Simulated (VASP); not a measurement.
# B2Ir2Rh (I4/mmm) in VASP: a series of runs, part 2 of 2

VASP 6.6.1. The steps go on from the part before.

### Step 3. Relaxation of cell and atoms, r2SCAN

This run uses another cell than the first one, of 10.86 Å³/atom, 0.962 times its volume.

File POSCAR:

```
B2Ir2Rh
1.0
    0.0000000000      2.9428465300      0.0000000000
    2.9428465300      0.0000000000      0.0000000000
    1.4714227600      1.4714227600     -6.2672668600
Ir B Rh
2 2 1
Direct
    0.3734700000      0.3734700000      0.2530600000
    0.6265300000      0.6265300000      0.7469400000
    0.7500000000      0.2500000000      0.5000000000
    0.2500000000      0.7500000000      0.5000000000
    0.0000000000      0.0000000000      0.0000000000
```

File INCAR.step1:

```
PREC = Accurate
ENCUT = 600
ISMEAR = 1
SIGMA = 0.1901
LREAL = False
LASPH = True
NELM = 100
GGA = PE
ALGO = Normal
EDIFF = 1E-4
LWAVE = True
LCHARG = False
```

File INCAR.step2:

```
PREC = Accurate
ENCUT = 600
EDIFF = 1E-6
ISMEAR = 1
SIGMA = 0.1901
LREAL = False
LASPH = True
NELM = 100
ALGO = Normal
ISIF = 3
LWAVE = False
LCHARG = False
METAGGA = R2SCAN
LMIXTAU = True
IBRION = 2
NSW = 60
EDIFFG = -0.01
ISTART = 1
```

File KPOINTS:

```
Automatic mesh
0
Gamma
  6 6 6
```

Potentials or basis: VASP PAW PBE potentials, release 64 (Ir, B, Rh_pv).

Launch:

```console
$ cat potpaw_PBE.64/Ir/POTCAR potpaw_PBE.64/B/POTCAR potpaw_PBE.64/Rh_pv/POTCAR > POTCAR
$ cp INCAR.step1 INCAR
$ mpirun -np 1 vasp_std > vasp.out
$ cp INCAR.step2 INCAR
$ mpirun -np 1 vasp_std > vasp.out
```

OUTCAR:

```text
PREC = Accurate
   ENCUT = 600
   EDIFF = 1E-6
   ISMEAR = 1
   LREAL = False
   LASPH = True
   NELM = 100
   ISIF = 3
   METAGGA = R2SCAN
   IBRION = 2
   NSW = 60
   EDIFFG = -0.01
   ISTART = 1

 ion  position               nearest neighbor table
   1  0.373  0.373  0.253-   3 2.14   4 2.14   4 2.14   3 2.14   5 2.62   5 2.62   5 2.62   5 2.62
                             2 3.17
   2  0.627  0.627  0.747-   3 2.14   4 2.14   4 2.14   3 2.14   5 2.62   5 2.62   5 2.62   5 2.62
                             1 3.17
   3  0.750  0.250  0.500-   4 2.08   4 2.08   4 2.08   4 2.08   1 2.14   2 2.14   2 2.14   1 2.14

   4  0.250  0.750  0.500-   3 2.08   3 2.08   3 2.08   3 2.08   1 2.14   2 2.14   1 2.14   2 2.14

   5  0.000  0.000  0.000-   1 2.62   2 2.62   2 2.62   2 2.62   1 2.62   1 2.62   2 2.62   1 2.62

  LATTYP: Found a body centered tetragonal cell.
 ALAT       =     2.9428465300
 C/A-ratio  =     4.2593229352

  Lattice vectors:

 A1 = (  -1.4714227600,   1.4714237700,   6.2672668600)
 A2 = (   1.4714237700,  -1.4714227600,   6.2672668600)
 A3 = (   1.4714227600,   1.4714227600,  -6.2672668600)

Analysis of symmetry for initial positions (statically):
=====================================================================
 Subroutine PRICEL returns:
 Original cell was already a primitive cell.

 Routine SETGRP: Setting up the symmetry group for a
 body centered tetragonal supercell.

 Subroutine GETGRP returns: Found 16 space group operations
 (whereof 16 operations were pure point group operations)
 out of a pool of 16 trial point group operations.

The static configuration has the point symmetry D_4h.

Analysis of symmetry for dynamics (positions and initial velocities):
=====================================================================
 Subroutine PRICEL returns:
 Original cell was already a primitive cell.

 Routine SETGRP: Setting up the symmetry group for a
 body centered tetragonal supercell.

 Subroutine GETGRP returns: Found 16 space group operations
 (whereof 16 operations were pure point group operations)
 out of a pool of 16 trial point group operations.

The dynamic configuration has the point symmetry D_4h.

 Subroutine INISYM returns: Found 16 space group operations
 (whereof 16 operations are pure point group operations),
 and found     1 'primitive' translations

----------------------------------------------------------------------------------------

                                     Primitive cell

  volume of cell :      54.2767

  direct lattice vectors                    reciprocal lattice vectors
     0.000000000  2.942846530  0.000000000     0.000000000  0.339807051  0.079779566
     2.942846530  0.000000000  0.000000000     0.339807051  0.000000000  0.079779566
     1.471422760  1.471422760 -6.267266860     0.000000000  0.000000000 -0.159559186

  length of vectors
     2.942846530  2.942846530  6.603696220     0.349046717  0.349046717  0.159559186

  position of ions in fractional coordinates (direct lattice)
     0.373470000  0.373470000  0.253060000
     0.626530000  0.626530000  0.746940000
     0.750000000  0.250000000  0.500000000
     0.250000000  0.750000000  0.500000000
     0.000000000  0.000000000  0.000000000

  ion indices of the primitive-cell ions
   primitive index   ion index
                 1           1
                 2           2
                 3           3
                 4           4
                 5           5

----------------------------------------------------------------------------------------

 KPOINTS: Automatic mesh

Automatic generation of k-mesh.
[... 24 lines left out ...]
  0.166667  0.000000  0.000000      8.000000
  0.333333  0.000000  0.000000      8.000000
  0.500000  0.000000 -0.000000      4.000000
  0.166667  0.166667  0.000000      8.000000
  0.333333  0.166667  0.000000     16.000000
[... 16 lines left out ...]
 -0.333333 -0.333333  0.166667      4.000000
 -0.166667 -0.333333  0.166667     16.000000
 [... further k-points ...]
   k-points           NKPTS =     30   k-points in BZ     NKDIM =     30   number of bands    NBANDS=     23
   number of dos      NEDOS =    301   number of ions     NIONS =      5
   total plane-waves  NPLWV =  31104
   dimension x,y,z NGX =    24 NGY =   24 NGZ =   54
   dimension x,y,z NGXF=    48 NGYF=   48 NGZF=  108
   ions per type =               2   2   1
   NGX,Y,Z   is equivalent  to a cutoff of  13.56, 13.56, 13.59 a.u.
   NGXF,Y,Z  is equivalent  to a cutoff of  27.12, 27.12, 27.19 a.u.
 SYSTEM =  unknown system
   PREC   = accura    normal or accurate (medium, high low for compatibility)
   ISTART =      1    job   : 0-new  1-cont  2-samecut
   ICHARG =      0    charge: 1-file 2-atom 10-const
   ISPIN  =      1    spin polarized calculation?
   LNONCOLLINEAR =      F non collinear calculations
   LSORBIT =      F    spin-orbit coupling
   LASPH  =      T    aspherical Exc in radial PAW
   ENCUT  =  600.0 eV  44.10 Ry    6.64 a.u.   5.88  5.88 13.19*2*pi/ulx,y,z
   NELM   =    100;   NELMIN=  2; NELMDL=  0     # of ELM steps
   EDIFF  = 0.1E-05   stopping-criterion for ELM
   LREAL  =      F    real-space projection
   EDIFFG = -.1E-01   stopping-criterion for IOM
   NSW    =     60    number of steps for IOM
   IBRION =      2    ionic relax: 0-MD 1-quasi-New 2-CG
   NFREE  =      1    steps in history (QN), initial steepest desc. (CG)
   ISIF   =      3    stress and relaxation
   ISYM   =      2    0-nonsym 1-usesym 2-fastsym
   POTIM  = 0.5000    time-step for ionic-motion
   TEBEG  =    0.0;   TEEND  =   0.0 temperature during run
   PSTRESS=    0.0 pullay stress
   NELECT =      39.0000    total number of electrons
   NUPDOWN=      -1.0000    fix difference up-down
   EMIN   =  10.00;   EMAX   =-10.00  energy-range for DOS
   EFERMI =   0.00;   METHOD = LEGACY
   ISMEAR =     1;   SIGMA  =   0.19  broadening in eV -4-tet -1-fermi 0-gaus
   EFERMI_NEDOS =   21; number of points for ismear=-14 and -15
   IALGO  =     38    algorithm
   IMIX   =      4    mixing-type and parameters
     AMIX     =   0.40;   BMIX     =  1.00
     AMIX_MAG =   1.60;   BMIX_MAG =  1.00
  volume/ion in A,a.u.               =      10.86        73.26
  Fermi-wavevector in a.u.,A,eV,Ry     =   1.466308  2.770920 29.253334  2.150059
  Thomas-Fermi vector in A             =   2.582061
   LORBIT       =      0    0 simple, 1 ext, 2 COOP (PROOUT), +10 PAW based schemes
   METAGGA = R2SCAN    functional components
   LHFCALC =     F    Hartree Fock is set to
   AEXX    =    0.0000 exact exchange contribution
   IVDW    =     0    specifies the selected vdW correction
   LEPSILON=     F    determine dielectric tensor
   LRPA    =     F    only Hartree local field effects (RPA)
 conjugate gradient relaxation of ions
 non-spin polarized calculation
 Methfessel and Paxton  Order N= 1 SIGMA  =   0.19
  energy-cutoff  :      600.00
  volume of cell :       54.28
 maximum number of plane-waves:      1836
   NGX = 11   NGY = 11   NGZ = 27

--------------------------------------- Ionic step        1  -------------------------------------------

 number of electron      39.0000001 magnetization

 Free energy of the ion-electron system (eV)
  ---------------------------------------------------
  ext. energy  EPLUGINS =         0.00000000
  ---------------------------------------------------
  free energy    TOTEN  =      -143.20125605 eV

  energy without entropy =     -143.20129101  energy(sigma->0) =     -143.20126770

 E-fermi :  10.2478     XC(G=0): -14.8356

 val. band max:       10.2207472518   @ k =   0.5000   0.5000   0.1667
 cond. band min:      10.2780618633   @ k =  -0.3333  -0.3333   0.1667
 fundamental gap:      0.0573146114
 Fermi energy:        10.2477580891

 k-point     1 :       0.0000    0.0000    0.0000
  band No.  band energies     occupation
      1     -37.5574      2.00000
      2     -37.5574      2.00000
      3     -37.4792      2.00000
      4      -4.1214      2.00000
      5       1.5849      2.00000
      6       3.0382      2.00000
[... 725 lines left out ...]
  FREE ENERGIE OF THE ION-ELECTRON SYSTEM (eV)
  ---------------------------------------------------
  free  energy   TOTEN  =      -143.6950584679 eV

  energy  without entropy=     -143.6949049382  energy(sigma->0) =     -143.69500729

[... ionic steps 4 to 9 ...]

--------------------------------------- Ionic step       10  -------------------------------------------

 number of electron      38.9999998 magnetization

------------------------ aborting loop because EDIFF is reached ----------------------------------------
[... 73 lines left out ...]
--------------------------------------- Ionic step       12  -------------------------------------------

 number of electron      38.9999998 magnetization

 Free energy of the ion-electron system (eV)
  ---------------------------------------------------
  ext. energy  EPLUGINS =         0.00000000
  ---------------------------------------------------
  free energy    TOTEN  =      -144.29676169 eV

  energy without entropy =     -144.29420201  energy(sigma->0) =     -144.29590846

 E-fermi :   9.3927     XC(G=0): -14.5319

 val. band max:        9.3756956451   @ k =  -0.3333   0.0000   0.1667
 cond. band min:       9.3955259439   @ k =   0.5000   0.0000  -0.0000
 fundamental gap:      0.0198302988
 Fermi energy:         9.3927382783

 k-point     1 :       0.0000    0.0000    0.0000
  band No.  band energies     occupation
      1     -38.1145      2.00000
      2     -38.0052      2.00000
      3     -38.0052      2.00000
      4      -5.4648      2.00000
      5       0.3957      2.00000
      6       2.5280      2.00000
[... 647 lines left out ...]
  FREE ENERGIE OF THE ION-ELECTRON SYSTEM (eV)
  ---------------------------------------------------
  free  energy   TOTEN  =      -144.2967616882 eV

  energy  without entropy=     -144.2942020105  energy(sigma->0) =     -144.29590846

 reached required accuracy - stopping structural energy minimisation
```

Run time: 22 min. Hardware: 1 thread of Intel Xeon Platinum 8259CL at 2.50GHz (Skylake/Cascade Lake), shared host; peak memory 0.24 GiB.

Results:

| Quantity | Value |
| --- | --- |
| Free energy | -144.2968 eV |
| Relaxed volume | 11.35 Å³/atom |
| Relaxed cell | a = 2.825 Å, b = 2.825 Å, c = 7.386 Å, α = 78.97°, β = 78.97°, γ = 90.00° |
| Space group after relaxing (to 0.05 Å) | I4/mmm (No. 139) |
| Energy gained by relaxing | 219.1 meV/atom |
| Ionic steps | 12 |
| Pressure after relaxing | 0.1 GPa |
| Largest force after relaxing | 0.003 eV/Å |

Forces in eV/Å, atoms in the order of the input:
```
Ir   0.000  0.000 -0.003
Ir   0.000  0.000  0.003
B    0.000  0.000  0.000
B    0.000  0.000  0.000
Rh   0.000  0.000  0.000
```

Stress tensor (GPa, compression positive):
```
 0.10  0.00  0.00
 0.00  0.10  0.00
 0.00  0.00 -0.04
```

Step by step:
| step | energy change (eV) | largest force (eV/Å) | pressure (GPa) | volume (Å³) |
| --- | --- | --- | --- | --- |
| 1 | 0.0000 | 2.3324 | 19.18 | 54.28 |
| 2 | -0.0494 | 1.4110 | -28.34 | 65.04 |
| 3 | -0.4938 | 1.5157 | -10.37 | 59.41 |
| 4 | -0.9528 | 1.3678 | -0.76 | 57.96 |
| 5 | -0.9535 | 1.4951 | -0.23 | 57.90 |
| 6 | -1.0143 | 0.0530 | -1.91 | 57.02 |
| 7 | -1.0770 | 0.5122 | -1.80 | 57.41 |
| 8 | -1.0770 | 0.5338 | -1.79 | 57.43 |
| 9 | -1.0938 | 0.1985 | 1.44 | 56.59 |
| 10 | -1.0938 | 0.2022 | 1.39 | 56.60 |
| 11 | -1.0906 | 0.3462 | -2.15 | 57.05 |
| 12 | -1.0955 | 0.0034 | 0.05 | 56.76 |

Final structure:
```yaml
crystal:
  lattice:
    - [0.00000, 2.82527, 0.00000]
    - [2.82527, 0.00000, 0.00000]
    - [1.41264, 1.41264, -7.11100]
  atoms:
    - { symbol: Ir, position: [0.36216, 0.36216, 0.27567] }
    - { symbol: Ir, position: [0.63784, 0.63784, 0.72433] }
    - { symbol: B, position: [0.75000, 0.25000, 0.50000] }
    - { symbol: B, position: [0.25000, 0.75000, 0.50000] }
    - { symbol: Rh, position: [0.00000, 0.00000, 0.00000] }
```

Caveat: the k points lie up to 0.38 Å⁻¹ apart in the final cell; the PAW data sets were made with another functional, which shifts forces and pressure a little; spin-orbit coupling is left out, which moves the levels of the heavy elements.
